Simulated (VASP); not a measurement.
Here is a VASP 6.6.1 calculation.

INCAR

```
ALGO     = Normal         # electronic algorithm
EDIFF    = 1E-6           # SCF threshold, eV
ENCUT    = 500            # plane-wave cutoff, eV
GGA      = PE             # functional
GGA_COMPAT= F            
ISIF     = 2              # what is computed and relaxed
ISMEAR   = 0              # smearing method
LASPH    = T              # aspherical terms in the spheres
LCHARG   = F              # write CHGCAR
LREAL    = F              # projectors in reciprocal space
LWAVE    = F              # write WAVECAR
NBANDS   = 20             # bands
NELM     = 120            # most SCF steps
PREC     = Accurate       # precision mode
SIGMA    = 0.2            # smearing width, eV
```

File KPOINTS:

```
k-points
0
Gamma
  4 4 4
```

The input POSCAR:

```
Al3BSb2
1.0
    2.4596745121      1.4200937395      5.4635597942
   -2.4596745121      1.4200937395      5.4635597942
    0.0000000000     -2.8401874856      5.4635597925
Al B Sb
3 1 2
Direct
    0.8639162913      0.8639162913      0.8639162913
    0.1360837087      0.1360837087      0.1360837087
    0.5000000000      0.5000000000      0.5000000000
    0.0000000000      0.0000000000      0.0000000000
    0.6840750694      0.6840750694      0.6840750694
    0.3159249306      0.3159249306      0.3159249306
```

Potentials or basis: VASP PAW PBE potentials, release 64 (Al, B, Sb).

Run with:

```bash
$ cat potpaw_PBE.64/Al/POTCAR potpaw_PBE.64/B/POTCAR potpaw_PBE.64/Sb/POTCAR > POTCAR
$ mpirun -np 1 vasp_std > vasp.out
```

(1) Predict the pressure.

(2) Predict the band gap on the k mesh.

(3) What does it give for the largest force?

## Answers

(1) -0.2 GPa.

(2) zero (bands 11 and 12 overlap by 1.84 eV).

(3) 0.044 eV/Å.

Caveat: the k points lie up to 0.38 Å⁻¹ apart, too coarse for converged energies and pressures of a metal; spin-orbit coupling is left out, which moves the levels of the heavy elements.
